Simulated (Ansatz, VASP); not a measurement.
## Hg: VASP beside Ansatz

POSCAR

```
Hg
1.0
    2.9890743616      0.0000000000      0.0000000000
    0.0000000000      2.9890743616      0.0000000000
    0.0000000000      0.0000000000      2.9890743616
Hg
1
Direct
    0.0000000000      0.0000000000      0.0000000000
```

The input INCAR.step1:

```
PREC = Accurate ; ENCUT = 600
ISMEAR = 0 ; SIGMA = 0.1
LREAL = False ; LASPH = True
NELM = 120 ; GGA = PE
ALGO = Normal ; EDIFF = 1E-5
LWAVE = True ; LCHARG = False
GGA_COMPAT = False ; IBRION = 2
ISIF = 3 ; EDIFFG = -0.005
NELMIN = 4 ; NSW = 100
```

INCAR.step2

```
PREC = Accurate ; ENCUT = 600
EDIFF = 1E-7 ; ISMEAR = 0
SIGMA = 0.1 ; LREAL = False
LASPH = True ; NELM = 120
ALGO = Normal ; ISIF = 3
LWAVE = False ; LCHARG = False
METAGGA = R2SCAN ; LMIXTAU = True
IBRION = 2 ; NSW = 100
EDIFFG = -0.01 ; ISTART = 1
GGA_COMPAT = False ; NELMIN = 4
```

KPOINTS

```
Automatic mesh
0
Gamma
  18 18 18
```

Input for Ansatz:

```yaml
crystal:
  lattice:
    - [2.9890743616, 0.0, 0.0]
    - [0.0, 2.9890743616, 0.0]
    - [0.0, 0.0, 2.9890743616]
  atoms:
    - { symbol: Hg, position: [0.0, 0.0, 0.0] }
basis:
  ecutwfc: 500
kpoints:
  mp_grid: { grid: [18, 18, 18] }
hamiltonian:
  xc: r2scan
scf:
  occupations: { method: gaussian, width: 0.1 }
output:
  forces: true
  stress: true
  eigenvalues: true
relax:
  adjacent_minimum: "off"
  f_tol: 0.01
  max_steps: 80
  cell: { stress_tol: 0.05 }
```

Alike in both runs: task relaxation of cell and atoms; functional r2SCAN; k mesh 18 × 18 × 18; occupations gaussian, width 0.1 eV; no spin polarisation.

```csv
,VASP,Ansatz
version,VASP 6.6.1,Ansatz 0.2.0
potentials or method,"VASP PAW PBE potentials, release 64 (Hg_sv_GW), cutoff 600 eV","scalar-relativistic, plane waves, PAW"
valence electrons in the cell,20,20
```

VASP gave:

| Item | Value |
| --- | --- |
| gap on the k mesh at the Fermi level, each at its own relaxed structure (eV) | none |
| relaxed volume (Å³/atom) | 27.22 |
| relaxed length of the cell vector where the two differ most in proportion (Å) | 3.008 |

Question: Which values does Ansatz return?

Answer: gap on the k mesh at the Fermi level, each at its own relaxed structure (eV): none; relaxed volume (Å³/atom): 27.30; relaxed length of the cell vector where the two differ most in proportion (Å): 3.011.

VASP's potentials were made for PBE, not for r2SCAN. A gap of «none» marks a metal or a gap that the smearing closes.

Neither program's run includes spin-orbit coupling.
